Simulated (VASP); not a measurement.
Wanted: the native input for a VASP 6.6.1 run.

```
Task                   : single point
Functional             : PBE
Potentials or basis    : VASP PAW PBE potentials, release 64 (La, Al, Cl)
Cutoff                 : 520 eV
k mesh                 : 6 × 6 × 2
Occupations            : gaussian, width 0.1 eV
Spin                   : no spin polarisation
Dipole correction      : no
Further INCAR settings : ALGO = Normal; EDIFF = 1e-06; NBANDS = 32
```

The structure of LaAl4Cl3 lies in POSCAR:

```
LaAl4Cl3
1.0
    4.8236844600      0.0000000000      0.0000000000
   -2.4118422300      4.1774332800      0.0000000000
    0.0000000000      0.0000000000     10.5651112300
La Al Cl
1 4 3
Direct
    0.0000000000      0.0000000000      0.5000000000
    0.3333333300      0.6666666700      0.0000000000
    0.6666666700      0.3333333300      0.0000000000
    0.3333333300      0.6666666700      0.5000000000
    0.6666666700      0.3333333300      0.5000000000
    0.0000000000      0.0000000000      0.0000000000
    0.0000000000      0.0000000000      0.2333299800
    0.0000000000      0.0000000000      0.7666700200
```

The cell was built from a structure type or drawn by symmetry, and may not be a known phase.

These files were run (other wordings do the same):

INCAR

```
SYSTEM = LaAl4Cl3
  ALGO = Normal
  EDIFF = 1E-6
  ENCUT = 520
  GGA = PE
  ISIF = 2
  ISMEAR = 0
  LASPH = .TRUE.
  LCHARG = .FALSE.
  LREAL = .FALSE.
  LWAVE = .FALSE.
  NBANDS = 32
  NELM = 80
  PREC = Accurate
  SIGMA = 0.1
```

KPOINTS

```
k-points
0
G
  6 6 2
  0 0 0
```

Potentials or basis: VASP PAW PBE potentials, release 64 (La, Al, Cl).

Command:

```console
$ cat potpaw_PBE.64/La/POTCAR potpaw_PBE.64/Al/POTCAR potpaw_PBE.64/Cl/POTCAR > POTCAR
$ mpirun -np 1 vasp_std > vasp.out
```

Results of the run:

```
Pressure               : 8.8 GPa
Largest force          : 2.589 eV/Å
Band gap on the k mesh : zero (bands 22 and 23 overlap by 0.42 eV)
```

Caveat: the cell stands under pressure; spin-orbit coupling is left out, which moves the levels of the heavy elements; forces of over 1 eV/Å act on the atoms, so gaps and moduli don't describe the material at rest.

Run time: 3.5 min on 1 thread of Intel Xeon 8259CL (shared host), peak memory 0.36 GiB.
